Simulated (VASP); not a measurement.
Mo:

```xyz
1
Lattice="-1.5800 1.5800 1.5800 1.5800 -1.5800 1.5800 1.5800 1.5800 -1.5800" Properties=species:S:1:pos:R:3 pbc="T T T"
Mo    0.0000    0.0000    0.0000
```

```yaml
Program: VASP 6.6.1
Task: relaxation of cell and atoms
Functional: PBEsol
Potentials_or_basis: VASP PAW PBE potentials, release 64 (Mo_sv)
Cutoff: 600 eV
k_mesh: 16 × 16 × 16
Occupations: gaussian, width 0.3 eV
Spin: no spin polarisation
```

At the start: pressure -7.2 GPa; volume 15.78 Å³/atom.

Q: How do energy, volume and symmetry change on relaxing?

A: Over 4 steps the energy falls by 10.0 meV/atom and the volume is 15.35 Å³/atom (-2.7 %); space group Im-3m (No. 229, to 0.05 Å).

The path:
| step | energy change (eV) | largest force (eV/Å) | pressure (GPa) | volume (Å³) |
| --- | --- | --- | --- | --- |
| 1 | 0.0000 | 0.0000 | -7.24 | 15.78 |
| 2 | 0.0749 | 0.0000 | 25.69 | 14.21 |
| 3 | -0.0100 | 0.0000 | -0.20 | 15.36 |
| 4 | -0.0100 | 0.0000 | 0.02 | 15.35 |

Final structure:
```yaml
crystal:
  lattice:
    - [-1.56553, 1.56553, 1.56553]
    - [1.56553, -1.56553, 1.56553]
    - [1.56553, 1.56553, -1.56553]
  atoms:
    - { symbol: Mo, position: [0.00000, 0.00000, 0.00000] }
```

Caveat: the PAW data sets were made with another functional, which shifts forces and pressure a little.
